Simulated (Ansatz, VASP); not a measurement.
## Two plane-wave programs on Ag

```xyz
1
Lattice="-1.7219 1.7219 1.5232 1.7219 -1.7219 1.5232 1.7219 1.7219 -1.5232" Properties=species:S:1:pos:R:3 pbc="T T T"
Ag    0.0000    0.0000    0.0000
```

Change from the starting cell: strain +0.040 along x and y, -0.080 along z, atoms carried along.

Alike in both runs: task single point; functional PBEsol; k mesh 20 × 20 × 20; occupations gaussian, width 0.15 eV; no spin polarisation.

```csv
,VASP,Ansatz
version,VASP 6.6.1,Ansatz 0.2.0
potentials or method,"VASP PAW PBE potentials, release 64 (Ag), cutoff 520 eV","scalar-relativistic, plane waves, PAW"
valence electrons in the cell,11,19
```

```csv
,VASP,Ansatz,Ansatz less VASP
gap on the k mesh at the Fermi level (eV),none,none,-
pressure (GPa),-6.9,-6.8,+0.13
"traceless stress, the component that is largest in VASP (GPa)",-0.05,-0.06,-0.005
```

VASP's potentials were made for PBE, not for PBEsol. A gap of «none» marks a metal or a gap that the smearing closes. VASP's potentials hold 11 valence electrons a cell and Ansatz's 19, so a difference there can come from the potentials and not from the codes.
